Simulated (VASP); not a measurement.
Input of a VASP 6.6.1 run:

Contents of INCAR:

```
PREC = Accurate ; ENCUT = 520
EDIFF = 1E-6 ; ISMEAR = 0
SIGMA = 0.15 ; LREAL = F
LASPH = T ; NELM = 100
ALGO = Normal ; ISIF = 2
LWAVE = F ; LCHARG = F
GGA = CA ; NBANDS = 14
```

KPOINTS

```
Automatic mesh
0
Gamma
  10 10 7
```

Contents of POSCAR:

```
LiHPd
1.0
    2.7794670000      0.0000000000      0.0000000000
    0.0000000000      2.7794670000      0.0000000000
    0.0000000000      0.0000000000      3.9043150000
Li H Pd
1 1 1
Direct
    0.5000000000      0.5000000000      0.5000000000
    0.5000000000      0.5000000000      0.0000000000
    0.0000000000      0.0000000000      0.0000000000
```

Potentials or basis: VASP PAW LDA potentials, release 64 (Li_sv, H, Pd).

Command:

```console
$ cat potpaw_LDA.64/Li_sv/POTCAR potpaw_LDA.64/H/POTCAR potpaw_LDA.64/Pd/POTCAR > POTCAR
$ mpirun -np 1 vasp_std > vasp.out
```

**Question.** What does it give for the band gap on the k mesh?

**Answer.** Zero (band 7 reaches 10.20 eV, above the bottom of band 8 at 4.58 eV).
